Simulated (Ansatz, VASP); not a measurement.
**Mg: VASP beside Ansatz**

File INCAR:

```
ALGO     = Normal         # electronic algorithm
EDIFF    = 1E-6           # SCF threshold, eV
ENCUT    = 600            # plane-wave cutoff, eV
GGA      = PE             # functional
GGA_COMPAT= F            
ISIF     = 2              # what is computed and relaxed
ISMEAR   = 0              # smearing method
LASPH    = T              # aspherical terms in the spheres
LCHARG   = F              # write CHGCAR
LREAL    = F              # projectors in reciprocal space
LWAVE    = F              # write WAVECAR
NBANDS   = 7              # bands
NELM     = 120            # most SCF steps
PREC     = Accurate       # precision mode
SIGMA    = 0.1            # smearing width, eV
```

Contents of KPOINTS:

```
k-points
0
Gamma
  16 16 16
```

POSCAR

```
Mg
1.0
    0.0000000000      2.2619243612      2.2619243612
    2.2619243612      0.0000000000      2.2619243612
    2.2619243612      2.2619243612      0.0000000000
Mg
1
Direct
    0.0000000000      0.0000000000      0.0000000000
```

Input for Ansatz:

```yaml
crystal:
  lattice:
    - [0.0, 2.2619243612, 2.2619243612]
    - [2.2619243612, 0.0, 2.2619243612]
    - [2.2619243612, 2.2619243612, 0.0]
  atoms:
    - { symbol: Mg, position: [0.0, 0.0, 0.0] }
basis:
  ecutwfc: 420
kpoints:
  mp_grid: { grid: [16, 16, 16] }
hamiltonian:
  xc: pbe
scf:
  occupations: { method: gaussian, width: 0.1 }
  mixing: { algorithm: anderson, beta: 0.05, ndim: 2 }
output:
  forces: true
  eigenvalues: true
  stress: true
```

Alike in both runs: task single point; functional PBE; k mesh 16 × 16 × 16; occupations gaussian, width 0.1 eV; no spin polarisation.

```csv
,VASP,Ansatz
version,VASP 6.6.1,Ansatz 0.2.0
potentials or method,"VASP PAW PBE potentials, release 64 (Mg), cutoff 600 eV","scalar-relativistic, plane waves, PAW"
valence electrons in the cell,2,10
```

```csv
,VASP,Ansatz,Ansatz less VASP
gap on the k mesh at the Fermi level (eV),none,none,-
pressure (GPa),-0.2,0.0,+0.12
```

A gap of «none» marks a metal or a gap that the smearing closes. VASP's potentials hold 2 valence electrons a cell and Ansatz's 10, so a difference there can come from the potentials and not from the codes.
